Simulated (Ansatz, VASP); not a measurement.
Two plane-wave programs on Rb

```
Rb
1.0
    -2.83590    2.83590    2.83590
     2.83590   -2.83590    2.83590
     2.83590    2.83590   -2.83590
Rb
1
Direct
  0.00000 0.00000 0.00000
```

Alike in both runs: task relaxation of cell and atoms; functional PBE; k mesh 10 × 10 × 10; occupations fermi-dirac, width 0.05 eV; no spin polarisation.

```csv
,VASP,Ansatz
version,VASP 6.6.1,Ansatz 0.2.0
potentials or method,"VASP PAW PBE potentials, release 64 (Rb_sv)","PAW with Ansatz's default frozen-core files, scalar-relativistic"
plane-wave cutoff (eV),600,420
valence electrons in the cell,9,9
```

|  | VASP | Ansatz | Ansatz less VASP |
| --- | --- | --- | --- |
| relaxed volume (Å³/atom) | 91.23 | 91.23 | 0.000 |
| relaxed length of the cell vector where the two differ most in proportion (Å) | 4.912 | 4.912 | 0.0000 |

Noted on VASP's run: the relaxation stopped at its first step, so nothing moved.
